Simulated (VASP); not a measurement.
A run of VASP 6.6.1 is set up as follows.

INCAR

```
  ALGO = Normal
  EDIFF = 1E-8
  ENCUT = 520
  GGA = PS
  ISIF = 2
  ISMEAR = -1
  LASPH = True
  LCHARG = False
  LEFG = True
  LREAL = False
  LWAVE = False
  NBANDS = 12
  NELM = 60
  PREC = Accurate
  SIGMA = 0.08
```

Contents of KPOINTS:

```
k-points
0
Gamma
  19 19 19
```

Contents of POSCAR:

```
Cu
1.0
    0.0000000000      1.8312856224      1.8312856224
    1.8312856224      0.0000000000      1.8312856224
    1.8312856224      1.8312856224      0.0000000000
Cu
1
Direct
    0.0000000000      0.0000000000      0.0000000000
```

Potentials or basis: VASP PAW PBE potentials, release 64 (Cu).

Run with:

```bash
$ cat potpaw_PBE.64/Cu/POTCAR > POTCAR
$ mpirun -np 1 vasp_std > vasp.out
```

Q: What does it give for the pressure?

A: -10.6 GPa.

Caveat: without QUAD_EFG the Cq values of the log hold for a quadrupole moment of 1 mb, not for the nuclei; the PAW data sets were made with another functional, which shifts forces and pressure a little.
